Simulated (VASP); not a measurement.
Input of a VASP 6.6.1 run:

The input POSCAR:

```
Au
1.0
    0.0000000000      2.0213418704      2.0213418704
    2.0213418704      0.0000000000      2.0213418704
    2.0213418704      2.0213418704      0.0000000000
Au
1
Direct
    0.0000000000      0.0000000000      0.0000000000
```

INCAR.step1

```
SYSTEM = Au
PREC     = Accurate       ! precision mode
ENCUT    = 520            ! plane-wave cutoff, eV
EDIFF    = 1E-5           ! SCF threshold, eV
ISMEAR   = -1             ! smearing method
SIGMA    = 0.05           ! smearing width, eV
LREAL    = .False.        ! projectors in reciprocal space
LASPH    = .True.         ! aspherical terms in the spheres
NELM     = 80             ! most SCF steps
ALGO     = Normal         ! electronic algorithm
ISIF     = 2              ! what is computed and relaxed
LWAVE    = .True.         ! write WAVECAR
LCHARG   = .False.        ! write CHGCAR
GGA      = PE             ! functional
NBANDS   = 12             ! bands
```

INCAR.step2

```
SYSTEM = Au
PREC     = Accurate       ! precision mode
ENCUT    = 520            ! plane-wave cutoff, eV
EDIFF    = 1E-7           ! SCF threshold, eV
ISMEAR   = -1             ! smearing method
SIGMA    = 0.05           ! smearing width, eV
LREAL    = .False.        ! projectors in reciprocal space
LASPH    = .True.         ! aspherical terms in the spheres
NELM     = 80             ! most SCF steps
ALGO     = Normal         ! electronic algorithm
ISIF     = 2              ! what is computed and relaxed
LWAVE    = .False.        ! write WAVECAR
LCHARG   = .False.        ! write CHGCAR
METAGGA  = R2SCAN         ! meta-GGA
LHFCALC  = .True.         ! exact exchange
AEXX     = 0.25           ! exact-exchange fraction
LMIXTAU  = .True.       
PRECFOCK = Normal       
ISTART   = 1            
NBANDS   = 12             ! bands
```

Contents of KPOINTS:

```
Automatic mesh
0
Gamma
  6 6 6
  0 0 0
```

Potentials or basis: VASP PAW PBE potentials, release 64 (Au).

Run with:

```sh
$ cat potpaw_PBE.64/Au/POTCAR > POTCAR
$ cp INCAR.step1 INCAR
$ mpirun -np 1 vasp_std > vasp.out
$ cp INCAR.step2 INCAR
$ mpirun -np 1 vasp_std > vasp.out
```

Estimate the pressure.

11.2 GPa.

Predict the band gap on the k mesh.

zero (an odd number of electrons rules out a gap without spin polarisation).

Caveat: the k points lie up to 0.45 Å⁻¹ apart, too coarse for converged energies and pressures of a metal; the PAW data sets were made with another functional, which shifts forces and pressure a little; spin-orbit coupling is left out, which moves the levels of the heavy elements.
